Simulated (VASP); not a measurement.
Write the native input for VASP 6.6.1 that does the following.

- Task: single point
- Functional: PBE
- Potentials or basis: VASP PAW PBE potentials, release 64 (B, P)
- Cutoff: 520 eV
- k mesh: 12 × 12 × 10
- Occupations: gaussian, width 0.1 eV
- Spin: no spin polarisation
- Dipole correction: no
- Further INCAR settings: ALGO = Normal; EDIFF = 1e-06; NBANDS = 20

The structure of BP4 lies in POSCAR:

```
BP4
1.0
    4.9133582447      0.0000000000      0.0000000000
   -2.4566791223      4.2550930578      0.0000000000
    0.0000000000      0.0000000000      3.8185661320
B P
1 4
Direct
    0.0000000000      0.0000000000      0.5000000000
    0.5000000000      0.0000000000      0.5000000000
    0.0000000000      0.5000000000      0.5000000000
    0.5000000000      0.5000000000      0.5000000000
    0.0000000000      0.0000000000      0.0000000000
```

The cell was generated, and may not be a known phase.

These files were run (other wordings do the same):

INCAR

```
SYSTEM = BP4
PREC = Accurate
ENCUT = 520
EDIFF = 1E-6
ISMEAR = 0
SIGMA = 0.1
LREAL = .False.
LASPH = .True.
NELM = 100
ALGO = Normal
ISIF = 2
LWAVE = .False.
LCHARG = .False.
GGA = PE
NBANDS = 20
```

KPOINTS

```
Automatic mesh
0
Gamma
  12 12 10
  0 0 0
```

Potentials or basis: VASP PAW PBE potentials, release 64 (B, P).

Command:

```bash
$ cat potpaw_PBE.64/B/POTCAR potpaw_PBE.64/P/POTCAR > POTCAR
$ mpirun -np 1 vasp_std > vasp.out
```

Results of the run:

```json
{
 "Pressure": "-0.1 GPa",
 "Band gap on the k mesh": "zero (an odd number of electrons rules out a gap without spin polarisation)"
}
```

It took 2.4 min on 1 thread of Intel Xeon 8259CL, on a shared host, peak memory 0.29 GiB.
